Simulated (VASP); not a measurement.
Here is a VASP 6.6.1 calculation.

The input INCAR:

```
SYSTEM = AgH16O8F
PREC     = Accurate       ! precision mode
ENCUT    = 520            ! plane-wave cutoff, eV
EDIFF    = 1E-6           ! SCF threshold, eV
ISMEAR   = -1             ! smearing method
SIGMA    = 0.05           ! smearing width, eV
LREAL    = .False.        ! projectors in reciprocal space
LASPH    = .True.         ! aspherical terms in the spheres
NELM     = 120            ! most SCF steps
ALGO     = Normal         ! electronic algorithm
ISIF     = 2              ! what is computed and relaxed
LWAVE    = .False.        ! write WAVECAR
LCHARG   = .False.        ! write CHGCAR
GGA      = PE             ! functional
NBANDS   = 60             ! bands
GGA_COMPAT= .False.
```

File KPOINTS:

```
Automatic mesh
0
Gamma
  1 1 1
  0 0 0
```

Contents of POSCAR:

```
AgH16O8F
1.0
    6.5731380000      0.0000000000      0.0000000000
    0.0000000000      6.5731380000      0.0000000000
    0.0000000000      0.0000000000      6.5731380000
O H Ag F
8 16 1 1
Direct
    0.9693543632      0.6365148579      0.6212709972
    0.3826787145      0.4420415333      0.7206147201
    0.5200560219      0.7250874696      1.1149621383
    0.1386400225      0.0552095514      0.5991963047
    0.8398424010      0.4656832095      0.1681540841
    0.4867081750     -0.0459749970      0.7788821717
    0.8633623697      0.2613972200      0.8196237474
    0.7097675418      1.0186002485      0.3959600422
    0.9167006687      0.5863865934      0.7516196982
    0.8816641306      0.5743984076      0.5251677357
    0.2825743199      0.5485355701      0.6871755925
    0.3044512377      0.3177782058      0.7027541488
    0.6528084455      0.6344610443      1.1065338960
    0.4924588530      0.7777563775      0.9865911837
    0.1513736666      0.1260128724      0.4518389847
    0.0545553737     -0.0616296204      0.5778366436
    0.7532323222      0.3832263981      0.2504131208
    0.8441173759      0.3841848444      0.0429475237
    0.5614061351     -0.0668174014      0.6506481379
    0.3516128826      0.0042293346      0.7200061827
    0.7588308659      0.1661763377      0.8032845195
    0.9636797523      0.1943820440      0.7346110792
    0.6341263488      0.9207778690      0.2936344863
    0.8433414908      1.0325813942      0.3476117495
    0.3227225718      0.4661091856      0.1734787859
    0.1961772292      0.1852387703      0.2601345050
```

Potentials or basis: VASP PAW PBE potentials, release 64 (O, H, Ag, F).

The run is started by

```console
$ cat potpaw_PBE.64/O/POTCAR potpaw_PBE.64/H/POTCAR potpaw_PBE.64/Ag/POTCAR potpaw_PBE.64/F/POTCAR > POTCAR
$ mpirun -np 1 vasp_gam > vasp.out
```

Problem. Estimate the largest force.

Solution. 4.433 eV/Å.

Problem. Estimate the pressure.

Solution. 1.3 GPa.

Forces on the atoms (eV/Å):
```
O    0.735  0.840  1.219
O   -0.383  0.531  0.057
O    1.916 -2.323  3.253
O    0.181  1.491 -0.459
O   -0.051  1.305 -0.282
O   -0.401  0.212 -0.681
O    0.585  1.406  0.637
O   -3.089 -1.565 -0.805
H    0.105 -0.054 -0.341
H   -0.658 -0.555 -1.014
H    0.188 -0.285 -0.031
H    0.047 -0.106 -0.033
H   -1.075  0.877  0.157
H   -0.505  1.616 -3.235
H    0.500 -0.447  0.434
H   -0.440 -1.271  0.128
H   -0.684 -0.838  1.051
H    0.554 -0.499 -0.824
H    0.232 -0.010  0.242
H    0.510 -0.480  0.461
H   -2.482 -1.161  0.098
H    1.513 -0.177 -0.445
H    1.134  1.490  1.310
H    1.767  0.061 -0.828
Ag  -0.068 -0.330  0.112
F   -0.132  0.271 -0.182
```

Caveat: the k points lie up to 0.96 Å⁻¹ apart; the atoms stand as in a frame of molecular dynamics.
